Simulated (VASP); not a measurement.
# P (P4/mmm) in VASP: further runs

P is run at these levels: PBEsol; tasks: single point.

Everything below comes from runs of VASP 6.6.1. Logs are shortened: lines on timing, memory, paths and dates and some standing lists are left out, and cuts for length are marked.

**1. The cell of the first run**

It takes space group P4/mmm (No. 123, tetragonal). The conventional cell has a = 4.393 Å, b = 4.393 Å, c = 4.141 Å, α = 90.00°, β = 90.00°, γ = 90.00°. P (site symmetry 4/mmm) has 6 P at 4.14 to 4.39 Å within 5.4 Å.

**2. Single point, PBEsol**

Contents of INCAR:

```
ALGO = Normal
EDIFF = 1E-6
ENCUT = 520
GGA = PS
ISIF = 2
ISMEAR = 0
LASPH = True
LCHARG = False
LREAL = False
LWAVE = False
NBANDS = 8
NELM = 60
PREC = Accurate
SIGMA = 0.15
```

Contents of KPOINTS:

```
k-points
0
Gamma
  12 12 12
```

Contents of POSCAR:

```
P
1.0
    4.3933312230      0.0000000000      0.0000000000
    0.0000000000      4.3933312230      0.0000000000
    0.0000000000      0.0000000000      4.1412772709
P
1
Direct
    0.0000000000      0.0000000000      0.0000000000
```

Potentials or basis: VASP PAW PBE potentials, release 64 (P).

On the command line:

```
$ cat potpaw_PBE.64/P/POTCAR > POTCAR
$ mpirun -np 1 vasp_std > vasp.out
```

OUTCAR:

```text
EDIFF = 1E-6
   ENCUT = 520
   GGA = PS
   ISIF = 2
   ISMEAR = 0
   LASPH = True
   LREAL = False
   NELM = 60
   PREC = Accurate

 ion  position               nearest neighbor table
   1  0.000  0.000  0.000-

  LATTYP: Found a simple tetragonal cell.
 ALAT       =     4.3933312230
 C/A-ratio  =     0.9426280562

  Lattice vectors:

 A1 = (   4.3933312230,   0.0000000000,   0.0000000000)
 A2 = (   0.0000000000,   4.3933312230,   0.0000000000)
 A3 = (   0.0000000000,   0.0000000000,   4.1412772709)

Analysis of symmetry for initial positions (statically):
=====================================================================
 Subroutine PRICEL returns:
 Original cell was already a primitive cell.

 Routine SETGRP: Setting up the symmetry group for a
 simple tetragonal supercell.

 Subroutine GETGRP returns: Found 16 space group operations
 (whereof 16 operations were pure point group operations)
 out of a pool of 16 trial point group operations.

The static configuration has the point symmetry D_4h.

Analysis of symmetry for dynamics (positions and initial velocities):
=====================================================================
 Subroutine PRICEL returns:
 Original cell was already a primitive cell.

 Routine SETGRP: Setting up the symmetry group for a
 simple tetragonal supercell.

 Subroutine GETGRP returns: Found 16 space group operations
 (whereof 16 operations were pure point group operations)
 out of a pool of 16 trial point group operations.

The dynamic configuration has the point symmetry D_4h.

 Subroutine INISYM returns: Found 16 space group operations
 (whereof 16 operations are pure point group operations),
 and found     1 'primitive' translations

----------------------------------------------------------------------------------------

                                     Primitive cell

  volume of cell :      79.9323

  direct lattice vectors                    reciprocal lattice vectors
     4.393331223  0.000000000  0.000000000     0.227617712  0.000000000  0.000000000
     0.000000000  4.393331223  0.000000000     0.000000000  0.227617712  0.000000000
     0.000000000  0.000000000  4.141277271     0.000000000  0.000000000  0.241471395

  length of vectors
     4.393331223  4.393331223  4.141277271     0.227617712  0.227617712  0.241471395

  position of ions in fractional coordinates (direct lattice)
     0.000000000  0.000000000  0.000000000

[... 77 lines left out ...]
   EDIFFG = 0.1E-04   stopping-criterion for IOM
   NSW    =      0    number of steps for IOM
   IBRION =     -1    ionic relax: 0-MD 1-quasi-New 2-CG
   NFREE  =      0    steps in history (QN), initial steepest desc. (CG)
   ISIF   =      2    stress and relaxation
   ISYM   =      2    0-nonsym 1-usesym 2-fastsym
   POTIM  = 0.5000    time-step for ionic-motion
   TEBEG  =    0.0;   TEEND  =   0.0 temperature during run
   PSTRESS=    0.0 pullay stress
   NELECT =       5.0000    total number of electrons
   NUPDOWN=      -1.0000    fix difference up-down
   EMIN   =  10.00;   EMAX   =-10.00  energy-range for DOS
   EFERMI =   0.00;   METHOD = LEGACY
   ISMEAR =     0;   SIGMA  =   0.15  broadening in eV -4-tet -1-fermi 0-gaus
   EFERMI_NEDOS =   21; number of points for ismear=-14 and -15
   IALGO  =     38    algorithm
   IMIX   =      4    mixing-type and parameters
     AMIX     =   0.40;   BMIX     =  1.00
     AMIX_MAG =   1.60;   BMIX_MAG =  1.00
  volume/ion in A,a.u.               =      79.93       539.41
  Fermi-wavevector in a.u.,A,eV,Ry     =   0.649866  1.228069  5.746099  0.422326
  Thomas-Fermi vector in A             =   1.718961
   LORBIT       =      0    0 simple, 1 ext, 2 COOP (PROOUT), +10 PAW based schemes
   GGA     = PS    functional components
   LHFCALC =     F    Hartree Fock is set to
   AEXX    =    0.0000 exact exchange contribution
   IVDW    =     0    specifies the selected vdW correction
   LEPSILON=     F    determine dielectric tensor
   LRPA    =     F    only Hartree local field effects (RPA)
 non-spin polarized calculation
 Gauss-broadening in eV      SIGMA  =   0.15
  energy-cutoff  :      520.00
  volume of cell :       79.93
 maximum number of plane-waves:      2184
 NGX is ok and might be reduce to    36

 number of electron       5.0000002 magnetization

 Free energy of the ion-electron system (eV)
  ---------------------------------------------------
  ext. energy  EPLUGINS =         0.00000000
  ---------------------------------------------------
  free energy    TOTEN  =        -1.19698565 eV

  energy without entropy =       -1.15771760  energy(sigma->0) =       -1.17735162

 E-fermi :  -3.0775     XC(G=0):  -5.0485

 val. band max:       -3.0778961286   @ k =   0.3333   0.2500   0.2500
 cond. band min:      -3.0732160157   @ k =   0.4167   0.2500   0.1667
 fundamental gap:      0.0046801129
 Fermi energy:        -3.0774881357

 k-point     1 :       0.0000    0.0000    0.0000
  band No.  band energies     occupation
      1     -11.8138      2.00000
      2      -2.6484      0.00005
      3      -2.6484      0.00005
      4      -2.3675      0.00000
      5       1.5509      0.00000
      6       4.2956      0.00000
      7       4.5194      0.00000
      8       8.7414      0.00000
[... 243 lines left out ...]
 k-point    24 :       0.4167    0.3333    0.0000
  band No.  band energies     occupation
      1     -11.5909      2.00000
      2      -3.6106      2.00000
      3      -3.3850      1.99626
      4      -2.1890      0.00000
      5       3.1424      0.00000
      6       4.6121      0.00000
      7       6.1858      0.00000
      8       6.4158      0.00000

 [... further k-points ...]

------------------------ aborting loop because EDIFF is reached ----------------------------------------

  FORCE on cell =-STRESS in cart. coord.  units (eV):
  Direction    XX          YY          ZZ          XY          YZ          ZX
  --------------------------------------------------------------------------------------
  -------------------------------------------------------------------------------------
  Total       -1.7537377     -1.7537377     -2.2626297      0.0000000      0.0000000      0.0000000
  in kB      -35.1522414    -35.1522414    -45.3525661      0.0000000      0.0000000      0.0000000
  external PRESSURE =     -38.5523497 kB  Pullay stress =       0.0000000 kB

 VOLUME and BASIS-vectors are now :
 -----------------------------------------------------------------------------
  energy-cutoff  :      520.00
  volume of cell :       79.93
      direct lattice vectors                 reciprocal lattice vectors
     4.393331223  0.000000000  0.000000000     0.227617712  0.000000000  0.000000000
     0.000000000  4.393331223  0.000000000     0.000000000  0.227617712  0.000000000
     0.000000000  0.000000000  4.141277271     0.000000000  0.000000000  0.241471395

 POSITION                                       TOTAL-FORCE (eV/Angst)
 -----------------------------------------------------------------------------------
      0.00000      0.00000      0.00000         0.000000      0.000000      0.000000
 -----------------------------------------------------------------------------------
    total drift:                                0.000000      0.000000      0.000000

  FREE ENERGIE OF THE ION-ELECTRON SYSTEM (eV)
  ---------------------------------------------------
  free  energy   TOTEN  =        -1.1969856452 eV

  energy  without entropy=       -1.1577175962  energy(sigma->0) =       -1.17735162
```

OSZICAR:

```text
N       E                     dE             d eps       ncg     rms          rms(c)
DAV:   1     0.803123748632E+01    0.80312E+01   -0.12776E+03  3136   0.355E+02
DAV:   2    -0.761569953742E+00   -0.87928E+01   -0.86742E+01  4264   0.460E+01
DAV:   3    -0.121225945457E+01   -0.45069E+00   -0.43131E+00  3968   0.108E+01
DAV:   4    -0.121607672278E+01   -0.38173E-02   -0.38132E-02  5448   0.112E+00
DAV:   5    -0.121608113327E+01   -0.44105E-05   -0.44105E-05  4296   0.302E-02    0.605E-01
DAV:   6    -0.119952409382E+01    0.16557E-01   -0.29093E-02  3872   0.642E-01    0.324E-01
DAV:   7    -0.119595676737E+01    0.35673E-02   -0.28206E-02  3944   0.661E-01    0.156E-01
DAV:   8    -0.119690848758E+01   -0.95172E-03   -0.11123E-03  3968   0.161E-01    0.270E-02
DAV:   9    -0.119692802258E+01   -0.19535E-04   -0.14134E-05  4976   0.210E-02    0.837E-03
DAV:  10    -0.119697799378E+01   -0.49971E-04   -0.54596E-05  3352   0.319E-02    0.270E-03
DAV:  11    -0.119698570256E+01   -0.77088E-05   -0.16631E-05  3576   0.167E-02    0.153E-03
DAV:  12    -0.119698564519E+01    0.57367E-07   -0.39612E-07  4448   0.262E-03
   1 F= -.11969856E+01 E0= -.11773516E+01  d E =-.392680E-01
```

Wall time 51 s (1 thread of Intel Xeon Platinum 8488C (Sapphire Rapids), shared host); peak memory 0.25 GiB.

What came out:

```
Free energy : -1.1970 eV
Pressure    : -3.9 GPa
```

Caveat: the PAW data sets were made with another functional, which shifts forces and pressure a little.

**3. Single point, PBEsol**

This run uses another cell than the first one, of the same volume but with other edges.

Contents of INCAR:

```
SYSTEM = P
  PREC = Accurate
  ENCUT = 520
  EDIFF = 1E-7
  ISMEAR = 0
  SIGMA = 0.15
  LREAL = .FALSE.
  LASPH = .TRUE.
  NELM = 100
  ALGO = Normal
  ISIF = 2
  LWAVE = .FALSE.
  LCHARG = .FALSE.
  GGA = PS
  NBANDS = 8
```

Contents of KPOINTS:

```
regular mesh
0
G
  12 12 12
  0 0 0
```

Contents of POSCAR:

```
P
1.0
    4.2039749835      0.0000000000      0.0000000000
    0.0000000000      4.2039749835      0.0000000000
    0.0000000000      0.0000000000      4.5227434841
P
1
Direct
    0.0000000000      0.0000000000      0.0000000000
```

Potentials or basis: VASP PAW PBE potentials, release 64 (P).

On the command line:

```
$ cat potpaw_PBE.64/P/POTCAR > POTCAR
$ mpirun -np 1 vasp_std > vasp.out
```

OUTCAR:

```text
SYSTEM = P
   PREC = Accurate
   ENCUT = 520
   EDIFF = 1E-7
   ISMEAR = 0
   LREAL = .FALSE.
   LASPH = .TRUE.
   NELM = 100
   ISIF = 2
   GGA = PS

 ion  position               nearest neighbor table
   1  0.000  0.000  0.000-

  LATTYP: Found a simple tetragonal cell.
 ALAT       =     4.2039749835
 C/A-ratio  =     1.0758254989

  Lattice vectors:

 A1 = (   4.2039749835,   0.0000000000,   0.0000000000)
 A2 = (   0.0000000000,   4.2039749835,   0.0000000000)
 A3 = (   0.0000000000,   0.0000000000,   4.5227434841)

Analysis of symmetry for initial positions (statically):
=====================================================================
 Subroutine PRICEL returns:
 Original cell was already a primitive cell.

 Routine SETGRP: Setting up the symmetry group for a
 simple tetragonal supercell.

 Subroutine GETGRP returns: Found 16 space group operations
 (whereof 16 operations were pure point group operations)
 out of a pool of 16 trial point group operations.

The static configuration has the point symmetry D_4h.

Analysis of symmetry for dynamics (positions and initial velocities):
=====================================================================
 Subroutine PRICEL returns:
 Original cell was already a primitive cell.

 Routine SETGRP: Setting up the symmetry group for a
 simple tetragonal supercell.

 Subroutine GETGRP returns: Found 16 space group operations
 (whereof 16 operations were pure point group operations)
 out of a pool of 16 trial point group operations.

The dynamic configuration has the point symmetry D_4h.

 Subroutine INISYM returns: Found 16 space group operations
 (whereof 16 operations are pure point group operations),
 and found     1 'primitive' translations

----------------------------------------------------------------------------------------

[... 111 lines left out ...]
  volume/ion in A,a.u.               =      79.93       539.41
  Fermi-wavevector in a.u.,A,eV,Ry     =   0.649866  1.228069  5.746099  0.422326
  Thomas-Fermi vector in A             =   1.718961
   LORBIT       =      0    0 simple, 1 ext, 2 COOP (PROOUT), +10 PAW based schemes
   GGA     = PS    functional components
   LHFCALC =     F    Hartree Fock is set to
   AEXX    =    0.0000 exact exchange contribution
   IVDW    =     0    specifies the selected vdW correction
   LEPSILON=     F    determine dielectric tensor
   LRPA    =     F    only Hartree local field effects (RPA)
 non-spin polarized calculation
 Gauss-broadening in eV      SIGMA  =   0.15
  energy-cutoff  :      520.00
  volume of cell :       79.93
 maximum number of plane-waves:      2174
 NGX is ok and might be reduce to    32

 number of electron       5.0000000 magnetization

 Free energy of the ion-electron system (eV)
  ---------------------------------------------------
  ext. energy  EPLUGINS =         0.00000000
  ---------------------------------------------------
  free energy    TOTEN  =        -1.20235124 eV

  energy without entropy =       -1.16274145  energy(sigma->0) =       -1.18254634

 E-fermi :  -3.0764     XC(G=0):  -5.0462

 val. band max:       -3.0838490887   @ k =   0.2500   0.1667   0.4167
 cond. band min:      -3.0759240482   @ k =   0.0000   0.0000   0.1667
 fundamental gap:      0.0079250405
 Fermi energy:        -3.0763915104

 k-point     1 :       0.0000    0.0000    0.0000
  band No.  band energies     occupation
      1     -11.8154      2.00000
      2      -2.7637      0.00320
      3      -2.4465      0.00000
      4      -2.4465      0.00000
      5       1.5519      0.00000
      6       4.2940      0.00000
      7       4.5260      0.00000
      8       8.8810      0.00000
[... 243 lines left out ...]
 k-point    24 :       0.4167    0.3333    0.0000
  band No.  band energies     occupation
      1     -11.4989      2.00000
      2      -3.6361      2.00000
      3      -3.3575      1.99197
      4      -2.4755      0.00000
      5       3.2552      0.00000
      6       4.5344      0.00000
      7       6.5478      0.00000
      8       6.6756      0.00000

 [... further k-points ...]

------------------------ aborting loop because EDIFF is reached ----------------------------------------

  FORCE on cell =-STRESS in cart. coord.  units (eV):
  Direction    XX          YY          ZZ          XY          YZ          ZX
  --------------------------------------------------------------------------------------
  -------------------------------------------------------------------------------------
  Total       -2.1373296     -2.1373296     -1.5031965      0.0000000      0.0000000      0.0000000
  in kB      -42.8410286    -42.8410286    -30.1303462      0.0000000      0.0000000      0.0000000
  external PRESSURE =     -38.6041345 kB  Pullay stress =       0.0000000 kB

 VOLUME and BASIS-vectors are now :
 -----------------------------------------------------------------------------
  energy-cutoff  :      520.00
  volume of cell :       79.93
      direct lattice vectors                 reciprocal lattice vectors
     4.203974984  0.000000000  0.000000000     0.237870112  0.000000000  0.000000000
     0.000000000  4.203974984  0.000000000     0.000000000  0.237870112  0.000000000
     0.000000000  0.000000000  4.522743484     0.000000000  0.000000000  0.221104735

 POSITION                                       TOTAL-FORCE (eV/Angst)
 -----------------------------------------------------------------------------------
      0.00000      0.00000      0.00000         0.000000      0.000000      0.000000
 -----------------------------------------------------------------------------------
    total drift:                               -0.000000      0.000000      0.000000

  FREE ENERGIE OF THE ION-ELECTRON SYSTEM (eV)
  ---------------------------------------------------
  free  energy   TOTEN  =        -1.2023512399 eV

  energy  without entropy=       -1.1627414468  energy(sigma->0) =       -1.18254634
```

OSZICAR:

```text
N       E                     dE             d eps       ncg     rms          rms(c)
DAV:   1     0.789366612156E+01    0.78937E+01   -0.13018E+03  3136   0.360E+02
DAV:   2    -0.773915916462E+00   -0.86676E+01   -0.85425E+01  4368   0.455E+01
DAV:   3    -0.121726871726E+01   -0.44335E+00   -0.42504E+00  3728   0.105E+01
DAV:   4    -0.122150236495E+01   -0.42336E-02   -0.42305E-02  5568   0.121E+00
DAV:   5    -0.122151239303E+01   -0.10028E-04   -0.10028E-04  4192   0.363E-02    0.607E-01
DAV:   6    -0.120489455204E+01    0.16618E-01   -0.29107E-02  3864   0.643E-01    0.325E-01
DAV:   7    -0.120132291247E+01    0.35716E-02   -0.28006E-02  4000   0.659E-01    0.157E-01
DAV:   8    -0.120226674409E+01   -0.94383E-03   -0.10422E-03  4032   0.157E-01    0.233E-02
DAV:   9    -0.120229257653E+01   -0.25832E-04   -0.18563E-05  5040   0.227E-02    0.718E-03
DAV:  10    -0.120233700697E+01   -0.44430E-04   -0.34879E-05  3352   0.255E-02    0.541E-03
DAV:  11    -0.120235119757E+01   -0.14191E-04   -0.28158E-05  3368   0.222E-02    0.141E-03
DAV:  12    -0.120235123987E+01   -0.42300E-07   -0.33991E-07  4488   0.280E-03
   1 F= -.12023512E+01 E0= -.11825463E+01  d E =-.396098E-01
```

stdout:

```text
POSCAR found type information on POSCAR P
 POSCAR found :  1 types and       1 ions
 scaLAPACK will be used
 -----------------------------------------------------------------------------
|                                                                             |
|                                                                             |
|     You enforced a specific xc type in the INCAR file but a different       |
|     I HOPE YOU KNOW WHAT YOU ARE DOING!                                     |
|                                                                             |
 -----------------------------------------------------------------------------

 LDA part: xc-table for (Slater+PW92), standard interpolation
 POSCAR, INCAR and KPOINTS ok, starting setup
 FFT: planning ... GRIDC
 FFT: planning ... GRID_SOFT
 FFT: planning ... GRID
 WAVECAR not read
 entering main loop
```

Run time: 48 s. Hardware: 1 thread of Intel Xeon Platinum 8488C (Sapphire Rapids), shared host; peak memory 0.25 GiB.

What came out:

| Property | Result |
| --- | --- |
| Free energy | -1.2024 eV |
| Pressure | -3.9 GPa |

Caveat: the PAW data sets were made with another functional, which shifts forces and pressure a little.
